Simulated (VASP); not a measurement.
Here is a VASP 6.6.1 calculation.

INCAR

```
SYSTEM = Zn
ALGO = Normal
EDIFF = 1E-6
ENCUT = 520
GGA = PE
ISIF = 2
ISMEAR = -1
LASPH = .TRUE.
LCHARG = .FALSE.
LREAL = .FALSE.
LWAVE = .FALSE.
NBANDS = 19
NELM = 60
PREC = Accurate
SIGMA = 0.1
```

File KPOINTS:

```
k-points
0
G
  11 11 11
  0 0 0
```

POSCAR

```
Zn
1.0
    0.0000000000      2.8325910061      2.8325910061
    2.8325910061      0.0000000000      2.8325910061
    2.8325910061      2.8325910061      0.0000000000
Zn
2
Direct
    0.1250000000      0.1250000000      0.1250000000
    0.8750000000      0.8750000000      0.8750000000
```

Potentials or basis: VASP PAW PBE potentials, release 64 (Zn).

Run with:

```sh
$ cat potpaw_PBE.64/Zn/POTCAR > POTCAR
$ mpirun -np 1 vasp_std > vasp.out
```

(1) Estimate the pressure.

(2) What does it give for the band gap on the k mesh?

## Answers

(1) 2.9 GPa.

(2) zero (band 12 reaches 6.18 eV, above the bottom of band 13 at -0.18 eV).
